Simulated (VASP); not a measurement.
Write the native input for VASP 6.6.1 that does the following.

| Quantity | Value |
| --- | --- |
| Task | single point |
| Functional | PBE |
| Dispersion | D3(BJ) |
| Potentials or basis | VASP PAW PBE potentials, release 64 (C) |
| Cutoff | 520 eV |
| k mesh | 18 × 18 × 6 |
| Occupations | fermi-dirac, width 0.15 eV |
| Spin | no spin polarisation |
| Dipole correction | no |
| Further INCAR settings | ALGO = Normal; EDIFF = 1e-07; NBANDS = 16 |

The structure of C lies in POSCAR:

```
C
1.0
    2.4636064635      0.0000000000      0.0000000000
   -1.2318032317      2.1335457823      0.0000000000
    0.0000000000      0.0000000000      6.6110279413
C
4
Direct
    0.0000000000      0.0000000000      0.0025000000
    0.0000000000      0.0000000000      0.5025000000
    0.3333333333      0.6666666667      0.0025000000
    0.6666666667      0.3333333333      0.5025000000
```

This cell differs from its parent crystal: volume scaled by 0.98, then relaxed in part.

One way to write it, as run:

INCAR

```
PREC = Accurate ; ENCUT = 520
EDIFF = 1E-7 ; ISMEAR = -1
SIGMA = 0.15 ; LREAL = False
LASPH = True ; NELM = 60
ALGO = Normal ; ISIF = 2
LWAVE = False ; LCHARG = False
GGA = PE ; IVDW = 12
NBANDS = 16
```

KPOINTS

```
regular mesh
0
Gamma
  18 18 6
```

Potentials or basis: VASP PAW PBE potentials, release 64 (C).

The run is started by

```sh
$ cat potpaw_PBE.64/C/POTCAR > POTCAR
$ mpirun -np 1 vasp_std > vasp.out
```

Results of the run:

```json
{
 "Pressure": "1.2 GPa",
 "Band gap on the k mesh": "zero (band 8 reaches 4.82 eV, above the bottom of band 9 at 4.79 eV)",
 "Dispersion energy per atom": "-0.159 eV"
}
```

It took 33 s on 1 thread of Intel(R) Xeon(R) 6975P-C (Granite Rapids), on a shared host, peak memory 0.18 GiB.
